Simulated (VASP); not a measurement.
As: relaxation of cell and atoms with BLYP+D3(BJ)

Crystal: As.

```
CELL_PARAMETERS angstrom
1.88080 1.08588 3.51406
-1.88080 1.08588 3.51406
0.00000 -2.17176 3.51406
ATOMIC_POSITIONS crystal
As 0.22600 0.22600 0.22600
As 0.77400 0.77400 0.77400
```

```yaml
Program: VASP 6.6.1
Task: relaxation of cell and atoms
Functional: BLYP
Dispersion: D3(BJ)
Potentials_or_basis: VASP PAW PBE potentials, release 64 (As)
Cutoff: 600 eV
k_mesh: 9 × 9 × 9
Occupations: fermi-dirac, width 0.05 eV
Spin: no spin polarisation
Dipole_correction: no
Further_INCAR_settings: ALGO = Normal; EDIFF = 1e-06; IBRION = 2; EDIFFG = -0.01; NSW = 60; ISIF = 3
```

- Relaxed volume: 21.59 Å³/atom
- Relaxed cell: a = 4.081 Å, b = 4.081 Å, c = 4.081 Å, α = 55.63°, β = 55.63°, γ = 55.63°
- Space group after relaxing (to 0.05 Å): R-3m (No. 166)
- Energy gained by relaxing: 10.1 meV/atom
- Ionic steps: 11
- Pressure after relaxing: 0.0 GPa
- Largest force after relaxing: 0.004 eV/Å
- Band gap on the k mesh: 0.12 eV, indirect (least direct gap 0.61 eV)
- Dispersion energy per atom: -0.945 eV

Forces in eV/Å, atoms in the order of the input:
```
As   0.000  0.000 -0.004
As   0.000  0.000  0.004
```

Step by step:
| step | energy change (eV) | largest force (eV/Å) | pressure (GPa) | volume (Å³) |
| --- | --- | --- | --- | --- |
| 1 | 0.0000 | 0.5151 | 2.29 | 43.06 |
| 2 | -0.0078 | 0.1898 | -2.18 | 45.01 |
| 3 | -0.0155 | 0.0874 | -0.43 | 44.18 |
| 4 | -0.0171 | 0.0498 | -0.26 | 43.91 |
| 5 | -0.0188 | 0.0221 | 0.12 | 43.38 |
| 6 | -0.0188 | 0.0348 | 0.17 | 43.29 |
| 7 | -0.0200 | 0.0281 | -0.02 | 43.25 |
| 8 | -0.0201 | 0.0258 | -0.09 | 43.23 |
| 9 | -0.0201 | 0.0258 | -0.11 | 43.23 |
| 10 | -0.0201 | 0.0240 | 0.18 | 43.10 |
| 11 | -0.0202 | 0.0038 | 0.03 | 43.17 |

Final structure:
```
As
1.0
     1.90403    1.09929    3.43755
    -1.90403    1.09929    3.43755
     0.00000   -2.19858    3.43755
As
2
Direct
  0.22912 0.22912 0.22912
  0.77088 0.77088 0.77088
```

Levels at points of the mesh, in eV from the valence-band top:
| k point | band 2 | band 3 | band 4 | band 5 | band 6 | band 7 | band 8 | band 9 |
| --- | --- | --- | --- | --- | --- | --- | --- | --- |
| (0.00, 0.00, 0.00) | -5.85 | -2.27 | -1.95 | -1.95 | 2.08 | 3.07 | 3.07 | 6.92 |

Wall time 4.3 min on 1 thread of Intel(R) Xeon(R) Platinum 8259CL CPU @ 2.50GHz (Skylake/Cascade Lake), with other jobs on the host, peak memory 0.23 GiB.

Caveat: the PAW data sets were made with another functional, which shifts forces and pressure a little. A k mesh can miss the band edges.
